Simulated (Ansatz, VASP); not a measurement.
**One calculation of Te, two programs**

```xyz
2
Lattice="5.0934 0.0000 0.0000 -2.5467 4.4110 0.0000 0.0000 0.0000 5.7291" Properties=species:S:1:pos:R:3 pbc="T T T"
Te    0.0000    2.9407    0.0000
Te    2.5467    1.4703    0.0000
```

Alike in both runs: task relaxation of cell and atoms; functional PBE; k mesh 12 × 12 × 10; occupations gaussian, width 0.1 eV; no spin polarisation.

|  | VASP | Ansatz |
| --- | --- | --- |
| version | VASP 6.6.1 | Ansatz 0.2.0 |
| potentials or method | VASP PAW PBE potentials, release 64 (Te), cutoff 500 eV | scalar-relativistic, plane waves, PAW |
| valence electrons in the cell | 12 | 32 |

|  | VASP | Ansatz | Ansatz less VASP |
| --- | --- | --- | --- |
| gap on the k mesh at the Fermi level, each at its own relaxed structure (eV) | none | none | - |
| relaxed volume (Å³/atom) | 40.55 | 40.61 | +0.059 |
| relaxed length of the cell vector where the two differ most in proportion (Å) | 5.529 | 5.533 | +0.0036 |

A gap of «none» marks a metal or a gap that the smearing closes. VASP's potentials hold 12 valence electrons a cell and Ansatz's 32, so a difference there can come from the potentials and not from the codes.

Spin-orbit coupling is off throughout. Noted on VASP's run: the volume moved by over 15 % at a fixed basis, so the end points are rough.
